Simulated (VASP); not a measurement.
# CoSi2 (MoSi2 type) (I4/mmm) in VASP: a series of runs

The runs below take CoSi2 (MoSi2 type) through single point, with PBE.

Everything below comes from runs of VASP 6.6.1. Logs are shortened: lines on timing, memory, paths and dates and some standing lists are left out, and cuts for length are marked.

### Step 1. The cell of the first run

The structure is tetragonal, space group I4/mmm (No. 139). Conventional cell: a = 2.769 Å, b = 2.769 Å, c = 6.529 Å, α = 90.00°, β = 90.00°, γ = 90.00°. Co (site symmetry 4/mmm) has 10 Si at 2.19 to 2.23 Å and 4 Co at 2.77 Å within 2.9 Å. Within 2.8 Å of Si (site symmetry 4mm) lie 9 Si at 2.15 to 2.77 Å and 5 Co at 2.19 to 2.23 Å.

### Step 2. Single point, PBE

INCAR

```
PREC = Accurate ; ENCUT = 520
EDIFF = 1E-6 ; ISMEAR = -1
SIGMA = 0.08 ; LREAL = F
LASPH = T ; NELM = 60
ALGO = Normal ; ISIF = 2
LWAVE = F ; LCHARG = F
GGA = PE ; NBANDS = 16
```

KPOINTS

```
Automatic mesh
0
Gamma
  17 17 17
```

POSCAR

```
CoSi2
1.0
   -1.3844916911      1.3844916911      3.2642963596
    1.3844916911     -1.3844916911      3.2642963596
    1.3844916911      1.3844916911     -3.2642963596
Co Si
1 2
Direct
    0.0000000000      0.0000000000      0.0000000000
    0.3354044774      0.3354044774      0.0000000000
   -0.3354044774     -0.3354044774      0.0000000000
```

Potentials or basis: VASP PAW PBE potentials, release 64 (Co, Si).

The run is started by

```console
cat potpaw_PBE.64/Co/POTCAR potpaw_PBE.64/Si/POTCAR > POTCAR
mpirun -np 1 vasp_std > vasp.out
```

OUTCAR:

```text
PREC = Accurate
   ENCUT = 520
   EDIFF = 1E-6
   ISMEAR = -1
   LREAL = F
   LASPH = T
   NELM = 60
   ISIF = 2
   GGA = PE

 ion  position               nearest neighbor table
   1  0.000  0.000  0.000-   2 2.19   3 2.19   3 2.23   2 2.23   3 2.23   3 2.23   3 2.23   2 2.23
                             2 2.23   2 2.23
   2  0.335  0.335  0.000-   3 2.15   1 2.19   1 2.23   1 2.23   1 2.23   1 2.23   3 2.25   3 2.25
                             3 2.25   3 2.25
   3  0.665  0.665  0.000-   2 2.15   1 2.19   1 2.23   1 2.23   1 2.23   1 2.23   2 2.25   2 2.25
                             2 2.25   2 2.25

  LATTYP: Found a body centered tetragonal cell.
 ALAT       =     2.7689833822
 C/A-ratio  =     2.3577579993

  Lattice vectors:

 A1 = (  -1.3844916911,   1.3844916911,   3.2642963596)
 A2 = (   1.3844916911,  -1.3844916911,   3.2642963596)
 A3 = (   1.3844916911,   1.3844916911,  -3.2642963596)

Analysis of symmetry for initial positions (statically):
=====================================================================
 Subroutine PRICEL returns:
 Original cell was already a primitive cell.

 Routine SETGRP: Setting up the symmetry group for a
 body centered tetragonal supercell.

 Subroutine GETGRP returns: Found 16 space group operations
 (whereof 16 operations were pure point group operations)
 out of a pool of 16 trial point group operations.

The static configuration has the point symmetry D_4h.

Analysis of symmetry for dynamics (positions and initial velocities):
=====================================================================
 Subroutine PRICEL returns:
 Original cell was already a primitive cell.

 Routine SETGRP: Setting up the symmetry group for a
 body centered tetragonal supercell.

 Subroutine GETGRP returns: Found 16 space group operations
 (whereof 16 operations were pure point group operations)
 out of a pool of 16 trial point group operations.

The dynamic configuration has the point symmetry D_4h.

 Subroutine INISYM returns: Found 16 space group operations
 (whereof 16 operations are pure point group operations),
 and found     1 'primitive' translations

----------------------------------------------------------------------------------------

                                     Primitive cell

  volume of cell :      25.0282

  direct lattice vectors                    reciprocal lattice vectors
    -1.384491691  1.384491691  3.264296360     0.000000000  0.361143374  0.153172367
     1.384491691 -1.384491691  3.264296360     0.361143374  0.000000000  0.153172367
     1.384491691  1.384491691 -3.264296360     0.361143374  0.361143374  0.000000000

  length of vectors
     3.806476745  3.806476745  3.806476745     0.392283457  0.392283457  0.510733857

  position of ions in fractional coordinates (direct lattice)
     0.000000000  0.000000000  0.000000000
     0.335404477  0.335404477  0.000000000
     0.664595523  0.664595523  0.000000000

  ion indices of the primitive-cell ions
   primitive index   ion index
                 1           1
                 2           2
                 3           3

----------------------------------------------------------------------------------------

 KPOINTS: Automatic mesh

Automatic generation of k-mesh.
 Grid dimensions read from file:
 generate k-points for:   17   17   17

 Generating k-lattice:

  Cartesian coordinates                     Fractional coordinates (reciprocal lattice)
     0.000000000  0.021243728  0.009010139     0.058823529  0.000000000 -0.000000000
     0.021243728  0.000000000  0.009010139     0.000000000  0.058823529 -0.000000000
     0.021243728  0.021243728  0.000000000     0.000000000  0.000000000  0.058823529

  Length of vectors
     0.023075497  0.023075497  0.030043168

  Shift w.r.t. Gamma in fractional coordinates (k-lattice)
     0.000000000  0.000000000  0.000000000

 Subroutine IBZKPT returns following result:
 ===========================================

 Found    405 irreducible k-points:

 Following reciprocal coordinates:
            Coordinates               Weight
  0.000000  0.000000  0.000000      1.000000
  0.058824 -0.000000  0.000000      8.000000
  0.117647 -0.000000  0.000000      8.000000
  0.176471  0.000000  0.000000      8.000000
  0.235294 -0.000000  0.000000      8.000000
  0.294118  0.000000  0.000000      8.000000
[... 16 lines left out ...]
 -0.176471  0.058824  0.000000     16.000000
 -0.117647  0.058824  0.000000     16.000000
 [... further k-points ...]
   k-points           NKPTS =    405   k-points in BZ     NKDIM =    405   number of bands    NBANDS=     16
   number of dos      NEDOS =    301   number of ions     NIONS =      3
   total plane-waves  NPLWV =  21952
   dimension x,y,z NGX =    28 NGY =   28 NGZ =   28
   dimension x,y,z NGXF=    56 NGYF=   56 NGZF=   56
   ions per type =               1   2
   NGX,Y,Z   is equivalent  to a cutoff of  12.23, 12.23, 12.23 a.u.
   NGXF,Y,Z  is equivalent  to a cutoff of  24.46, 24.46, 24.46 a.u.
 SYSTEM =  unknown system
   PREC   = accura    normal or accurate (medium, high low for compatibility)
   ISTART =      0    job   : 0-new  1-cont  2-samecut
   ICHARG =      2    charge: 1-file 2-atom 10-const
   ISPIN  =      1    spin polarized calculation?
   LNONCOLLINEAR =      F non collinear calculations
   LSORBIT =      F    spin-orbit coupling
   LASPH  =      T    aspherical Exc in radial PAW
   ENCUT  =  520.0 eV  38.22 Ry    6.18 a.u.   7.08  7.08  7.08*2*pi/ulx,y,z
   NELM   =     60;   NELMIN=  2; NELMDL= -5     # of ELM steps
   EDIFF  = 0.1E-05   stopping-criterion for ELM
   LREAL  =      F    real-space projection
   EDIFFG = 0.1E-04   stopping-criterion for IOM
   NSW    =      0    number of steps for IOM
   IBRION =     -1    ionic relax: 0-MD 1-quasi-New 2-CG
   NFREE  =      0    steps in history (QN), initial steepest desc. (CG)
   ISIF   =      2    stress and relaxation
   ISYM   =      2    0-nonsym 1-usesym 2-fastsym
   POTIM  = 0.5000    time-step for ionic-motion
   TEBEG  =    0.0;   TEEND  =   0.0 temperature during run
   PSTRESS=    0.0 pullay stress
   NELECT =      17.0000    total number of electrons
   NUPDOWN=      -1.0000    fix difference up-down
   EMIN   =  10.00;   EMAX   =-10.00  energy-range for DOS
   EFERMI =   0.00;   METHOD = LEGACY
   ISMEAR =    -1;   SIGMA  =   0.08  broadening in eV -4-tet -1-fermi 0-gaus
   EFERMI_NEDOS =   21; number of points for ismear=-14 and -15
   IALGO  =     38    algorithm
   IMIX   =      4    mixing-type and parameters
     AMIX     =   0.40;   BMIX     =  1.00
     AMIX_MAG =   1.60;   BMIX_MAG =  1.00
  volume/ion in A,a.u.               =       8.34        56.30
  Fermi-wavevector in a.u.,A,eV,Ry     =   1.439067  2.719443 28.176497  2.070914
  Thomas-Fermi vector in A             =   2.557964
   LORBIT       =      0    0 simple, 1 ext, 2 COOP (PROOUT), +10 PAW based schemes
   GGA     = PE    functional components
   LHFCALC =     F    Hartree Fock is set to
   AEXX    =    0.0000 exact exchange contribution
   IVDW    =     0    specifies the selected vdW correction
   LEPSILON=     F    determine dielectric tensor
   LRPA    =     F    only Hartree local field effects (RPA)
 non-spin polarized calculation
  energy-cutoff  :      520.00
  volume of cell :       25.03
 maximum number of plane-waves:       692
   NGX = 15   NGY = 15   NGZ = 15

 number of electron      16.9999998 magnetization

 Free energy of the ion-electron system (eV)
  ---------------------------------------------------
  ext. energy  EPLUGINS =         0.00000000
  ---------------------------------------------------
  free energy    TOTEN  =       -14.75186136 eV

  energy without entropy =      -14.72870035  energy(sigma->0) =      -14.74028085

 E-fermi :  18.5214     XC(G=0): -14.0318

 val. band max:       18.5093410078   @ k =  -0.3529   0.3529   0.0588
 cond. band min:      18.5264303778   @ k =  -0.4118   0.1765   0.0588
 fundamental gap:      0.0170893700
 Fermi energy:        18.5213769248

 k-point     1 :       0.0000    0.0000    0.0000
  band No.  band energies     occupation
      1      -0.1602      2.00000
      2       9.6172      2.00000
      3      13.2496      2.00000
      4      13.6242      2.00000
      5      13.6242      2.00000
      6      13.9383      2.00000
[... 8 lines left out ...]
     15      28.7891      0.00000
     16      30.9183      0.00000

 k-point     2 :       0.0588   -0.0000    0.0000
  band No.  band energies     occupation
      1      -0.0814      2.00000
      2       9.6148      2.00000
      3      13.2181      2.00000
      4      13.3333      2.00000
      5      13.6552      2.00000
      6      14.0861      2.00000
[... 8 lines left out ...]
     15      28.9387      0.00000
     16      31.2060      0.00000

 k-point     3 :       0.1176   -0.0000    0.0000
  band No.  band energies     occupation
      1       0.1543      2.00000
      2       9.6066      2.00000
      3      12.7094      2.00000
      4      13.2200      2.00000
      5      13.7447      2.00000
      6      14.1583      2.00000
[... 8 lines left out ...]
     15      29.1180      0.00000
     16      30.5611      0.00000

 k-point     4 :       0.1765    0.0000    0.0000
  band No.  band energies     occupation
      1       0.5440      2.00000
      2       9.5810      2.00000
      3      11.9575      2.00000
      4      13.1032      2.00000
      5      13.8796      2.00000
      6      14.0927      2.00000
[... 8 lines left out ...]
     15      29.0973      0.00000
     16      29.1217      0.00000

 k-point     5 :       0.2353   -0.0000    0.0000
  band No.  band energies     occupation
      1       1.0828      2.00000
      2       9.4682      2.00000
      3      11.1257      2.00000
      4      12.8633      2.00000
      5      13.9762      2.00000
      6      14.0255      2.00000
[... 8 lines left out ...]
     15      28.8098      0.00000
     16      29.7700      0.00000

 k-point     6 :       0.2941    0.0000    0.0000
  band No.  band energies     occupation
      1       1.7641      2.00000
      2       8.9962      2.00000
      3      10.5518      2.00000
      4      12.5072      2.00000
      5      13.8597      2.00000
      6      14.0643      2.00000
[... 8 lines left out ...]
     15      28.4878      0.00000
     16      31.2977      0.00000
[... 267 lines left out ...]
 k-point    21 :      -0.2941    0.0588   -0.0000
  band No.  band energies     occupation
      1       1.7276      2.00000
      2       9.2735      2.00000
      3      10.6968      2.00000
      4      12.4520      2.00000
      5      13.8085      2.00000
      6      14.0639      2.00000
[... 8 lines left out ...]
     15      28.9785      0.00000
     16      31.6261      0.00000

 k-point    22 :      -0.2353    0.0588    0.0000
  band No.  band energies     occupation
      1       1.0677      2.00000
      2       9.8004      2.00000
      3      11.1373      2.00000
      4      12.8584      2.00000
      5      13.7305      2.00000
      6      14.1958      2.00000
[... 8 lines left out ...]
     15      29.3300      0.00000
     16      29.8865      0.00000

 k-point    23 :      -0.1765    0.0588    0.0000
  band No.  band energies     occupation
      1       0.5516      2.00000
      2       9.8596      2.00000
      3      11.9400      2.00000
      4      13.1051      2.00000
      5      13.5694      2.00000
      6      14.3343      2.00000
[... 8 lines left out ...]
     15      28.4332      0.00000
     16      29.5340      0.00000

 k-point    24 :      -0.1176    0.0588    0.0000
  band No.  band energies     occupation
      1       0.1854      2.00000
      2       9.8010      2.00000
      3      12.7097      2.00000
      4      13.2095      2.00000
      5      13.4207      2.00000
      6      14.3780      2.00000
[... 8 lines left out ...]
     15      29.3978      0.00000
     16      29.8797      0.00000

 [... further k-points ...]

------------------------ aborting loop because EDIFF is reached ----------------------------------------

  FORCE on cell =-STRESS in cart. coord.  units (eV):
  Direction    XX          YY          ZZ          XY          YZ          ZX
  --------------------------------------------------------------------------------------
  -------------------------------------------------------------------------------------
  Total       21.9017239     21.9017239     21.9362739      0.0000000     -0.0000000      0.0000000
  in kB     1402.0341823   1402.0341823   1404.2458961      0.0000000     -0.0000000      0.0000000
  external PRESSURE =    1402.7714203 kB  Pullay stress =       0.0000000 kB

 VOLUME and BASIS-vectors are now :
 -----------------------------------------------------------------------------
  energy-cutoff  :      520.00
  volume of cell :       25.03
      direct lattice vectors                 reciprocal lattice vectors
    -1.384491691  1.384491691  3.264296360     0.000000000  0.361143374  0.153172367
     1.384491691 -1.384491691  3.264296360     0.361143374  0.000000000  0.153172367
     1.384491691  1.384491691 -3.264296360     0.361143374  0.361143374  0.000000000

 POSITION                                       TOTAL-FORCE (eV/Angst)
 -----------------------------------------------------------------------------------
      0.00000      0.00000      0.00000        -0.000000     -0.000000     -0.000000
      0.00000      0.00000      2.18972        -0.000000     -0.000000     -0.005391
      0.00000      0.00000      4.33887         0.000000      0.000000      0.005391
 -----------------------------------------------------------------------------------
    total drift:                                0.000000     -0.000000     -0.000000

  FREE ENERGIE OF THE ION-ELECTRON SYSTEM (eV)
  ---------------------------------------------------
  free  energy   TOTEN  =       -14.7518613553 eV

  energy  without entropy=      -14.7287003455  energy(sigma->0) =      -14.74028085
```

Wall time 78 s (1 thread of Intel Xeon 6975P-C (Granite Rapids), shared host); peak memory 0.28 GiB.

Results:

| Quantity | Value |
| --- | --- |
| Free energy | -14.7519 eV |
| Pressure | 140.3 GPa |
| Largest force | 0.005 eV/Å |

Forces on the atoms (eV/Å):
```
Co   0.000  0.000  0.000
Si   0.000  0.000 -0.005
Si   0.000  0.000  0.005
```

### Step 3. Single point, PBE

INCAR

```
ALGO     = Normal         # electronic algorithm
EDIFF    = 1E-6           # SCF threshold, eV
ENCUT    = 520            # plane-wave cutoff, eV
GGA      = PE             # functional
ISIF     = 2              # what is computed and relaxed
ISMEAR   = -1             # smearing method
LASPH    = True           # aspherical terms in the spheres
LCHARG   = False          # write CHGCAR
LREAL    = False          # projectors in reciprocal space
LWAVE    = False          # write WAVECAR
NBANDS   = 16             # bands
NELM     = 80             # most SCF steps
PREC     = Accurate       # precision mode
SIGMA    = 0.08           # smearing width, eV
```

KPOINTS

```
k-points
0
Gamma
  17 17 17
```

POSCAR

```
CoSi2
1.0
   -1.3843686447      1.3843686447      3.2636728060
    1.3843686447     -1.3843686447      3.2636728060
    1.3843686447      1.3843686447     -3.2636728060
Co Si
1 2
Direct
    0.0000000000      0.0000000000      0.0000000000
    0.3353866264      0.3353866264      0.0000000000
   -0.3353866264     -0.3353866264      0.0000000000
```

Potentials or basis: VASP PAW PBE potentials, release 64 (Co, Si).

The run is started by

```console
cat potpaw_PBE.64/Co/POTCAR potpaw_PBE.64/Si/POTCAR > POTCAR
mpirun -np 1 vasp_std > vasp.out
```

Wall time 79 s (1 thread of Intel Xeon 6975P-C (Granite Rapids), shared host); peak memory 0.28 GiB.

Results (log left out):

```yaml
Free_energy: -14.7438 eV
Pressure: 140.5 GPa
```

Stress tensor (GPa, compression positive):
```
140.44   0.00   0.00
  0.00 140.44   0.00
  0.00   0.00 140.74
```

Levels at points of the mesh, in eV from the Fermi level:
| k point | band 5 | band 6 | band 7 | band 8 | band 9 | band 10 | band 11 | band 12 |
| --- | --- | --- | --- | --- | --- | --- | --- | --- |
| (0.00, 0.00, 0.00) | -4.90 | -4.58 | -3.03 | 0.36 | 1.50 | 2.99 | 2.99 | 3.04 |

Spin polarisation is off, so any magnetic state and its effect on volume and gap are missing.
